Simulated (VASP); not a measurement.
Si4C5: single point with PBE

System: Si4C5, a slab with vacuum.

```xyz
9
Lattice="3.0920 0.0000 0.0000 -1.5460 2.6778 0.0000 0.0000 0.0000 25.2337" Properties=species:S:1:pos:R:3 pbc="T T T"
C     0.0000    1.7852    4.0000
C     1.5460    0.8926    6.5369
C     0.0000    1.7852    9.1041
C     1.5460    0.8926   11.6669
C     0.5153    1.4876   15.1637
Si    1.5460    0.8926    4.6298
Si    0.0000    1.7852    7.1667
Si    1.5460    0.8926    9.6970
Si    0.0000    1.7852   12.2337
```

```json
{"Program": "VASP 6.6.1", "Task": "single point", "Functional": "PBE", "Potentials or basis": "VASP PAW PBE potentials, release 64 (C, Si)", "Cutoff": "520 eV", "k mesh": "9 × 9 × 1", "Occupations": "gaussian, width 0.05 eV", "Spin": "collinear spin", "Starting moments": "[0.0, 0.0, 0.0, 0.0, 2.0, 0.0, 0.0, 0.0, 0.0] μB", "Dipole correction": "yes", "Further INCAR settings": "ALGO = Normal; EDIFF = 1e-06; NBANDS = 32"}
```

- Largest force: 2.805 eV/Å
- Net moment: 0.68 μB per cell
- Site moments: C +0.00, +0.01, +0.29 (each value once); Si -0.00, +0.02 (each value once) μB
- Valence electrons inside the program's atomic spheres: C 2.39, 2.53, 2.52, 1.93 (each value once); Si 1.66, 1.65, 1.61 (each value once)

Forces on the atoms (eV/Å):
```
C    0.002 -0.001  2.351
C   -0.004  0.002  1.035
C    0.005 -0.003 -0.153
C    0.017 -0.010 -0.362
C   -0.220  0.127 -1.557
Si   0.000  0.000 -2.805
Si   0.003 -0.002 -0.518
Si   0.019 -0.011  0.326
Si   0.178 -0.103  1.682
```

Levels at points of the mesh, in eV from the Fermi level:
Spin up:
```
           k point  band 15  band 16  band 17  band 18  band 19  band 20  band 21  band 22
(0.00, 0.00, 0.00)    -1.20    -0.35     0.17     0.17     1.96     2.18     2.45     3.91
```
Spin down:
| k point | band 16 | band 17 | band 18 | band 19 | band 20 | band 21 |
| --- | --- | --- | --- | --- | --- | --- |
| (0.00, 0.00, 0.00) | -0.20 | 0.18 | 0.18 | 2.54 | 2.88 | 2.94 |

Wall time 8.7 min on 1 × NVIDIA H100 80GB with 1 thread of AMD EPYC 7R13 Processor (Zen 3), with other jobs on the host, peak memory 1.5 GiB.
